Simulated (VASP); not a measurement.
The system is BaTiO3.

```xyz
5
Lattice="4.0077 0.0000 0.0000 0.0000 4.0077 0.0000 0.0000 0.0000 4.0077" Properties=species:S:1:pos:R:3 pbc="T T T"
Ba    2.0038    2.0038    2.0038
Ti    0.0000    0.0000    0.0000
O     2.0038    0.0000    0.0000
O     0.0000    2.0038    0.0000
O     0.0000    0.0000    2.0038
```

Base run:

| Item | Value |
| --- | --- |
| Program | VASP 6.6.1 |
| Functional | r2SCAN |
| Potentials or basis | VASP PAW PBE potentials, release 64 (Ba_sv, Ti_sv, O) |
| Cutoff | 520 eV |
| k mesh | 5 × 5 × 5 |
| Occupations | fermi-dirac, width 0.02 eV |
| Spin | no spin polarisation |

Its results: band gap on the k mesh 2.24 eV, indirect (least direct gap 2.28 eV); pressure 0.1 GPa.

Task: The run is repeated on the same cell with these changes: functional from r2SCAN to PBE; potentials or basis from VASP PAW PBE potentials, release 64 (Ba_sv, Ti_sv, O) to VASP PAW PBE potentials, release 64 (Ba_sv, Ti_sv, O_h); cutoff from 520 eV to 910 eV. What comes out?

Result: Band gap on the k mesh 1.85 eV, indirect (least direct gap 1.88 eV); pressure 2.9 GPa.

Caveats: spin-orbit coupling is left out, which moves the levels of the heavy elements; the PAW data sets were made with another functional, which shifts forces and pressure a little (some runs); the cutoff is under 1.25 times the usual one of these potentials, so pressure, stress and relaxed cells hold a basis-set (Pulay) error (some runs).

A k mesh can miss the band edges.
